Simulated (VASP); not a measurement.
Cd:

```xyz
2
Lattice="0.0000 3.0773 3.0773 3.0773 0.0000 3.0773 3.0773 3.0773 0.0000" Properties=species:S:1:pos:R:3 pbc="T T T"
Cd    0.7693    0.7693    0.7693
Cd    5.3852    5.3852    5.3852
```

| Item | Value |
| --- | --- |
| Program | VASP 6.6.1 |
| Task | relaxation of cell and atoms |
| Functional | PBE |
| Potentials or basis | VASP PAW PBE potentials, release 64 (Cd) |
| Cutoff | 600 eV |
| k mesh | 9 × 9 × 9 |
| Occupations | fermi-dirac, width 0.1 eV |
| Spin | no spin polarisation |

At the start: pressure 8.1 GPa; volume 29.14 Å³/atom.

Where does the relaxation end?

Over 5 steps the energy falls by 158.6 meV/atom and the volume is 37.73 Å³/atom (+29.5 %); space group Fd-3m (No. 227, to 0.05 Å).

Step by step:
```csv
step,energy change (eV),largest force (eV/Å),pressure (GPa),volume (Å³)
1,0.0000,0.0000,8.09,58.28
2,-0.3083,0.0000,0.82,71.60
3,-0.3156,0.0000,0.33,73.65
4,-0.3140,0.0000,-0.41,77.86
5,-0.3173,0.0000,-0.02,75.46
```

Final structure:
```
Cd
1.0
     0.00000    3.35394    3.35394
     3.35394    0.00000    3.35394
     3.35394    3.35394    0.00000
Cd
2
Direct
  0.12500 0.12500 0.12500
  0.87500 0.87500 0.87500
```

Caveat: the volume moved by over 15 % at a fixed basis, so the end points are rough.
